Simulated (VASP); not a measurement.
Here is a VASP 6.6.1 calculation.

File INCAR:

```
PREC = Accurate
ENCUT = 520
EDIFF = 1E-6
ISMEAR = 0
SIGMA = 0.01
LREAL = F
LASPH = T
NELM = 100
ALGO = Normal
ISIF = 2
LWAVE = F
LCHARG = T
GGA = PE
LELF = T
LVHAR = T
NBANDS = 16
```

KPOINTS

```
Automatic mesh
0
Gamma
  6 6 4
```

Contents of POSCAR:

```
AlN
1.0
    3.1066937602      0.0000000000      0.0000000000
   -1.5533468801      2.6904757181      0.0000000000
    0.0000000000      0.0000000000      5.0781633830
Al N
2 2
Direct
    0.3333333333      0.6666666667     -0.0016267570
    0.6666666667      0.3333333333      0.4983732430
    0.3333333333      0.6666666667      0.3766267570
    0.6666666667      0.3333333333      0.8766267570
```

Potentials or basis: VASP PAW PBE potentials, release 64 (Al, N).

The run is started by

```console
$ cat potpaw_PBE.64/Al/POTCAR potpaw_PBE.64/N/POTCAR > POTCAR
$ mpirun -np 1 vasp_std > vasp.out
```

**Question.** What does it give for the pressure?

**Answer.** 0.6 GPa.

**Question.** Predict the band gap on the k mesh.

**Answer.** 4.16 eV, direct.

Stress tensor (GPa, compression positive):
```
 2.44  0.00  0.00
 0.00  2.44  0.00
 0.00  0.00 -3.21
```

Caveat: the cell differs from its parent crystal (uniaxial z strain +2.0%).
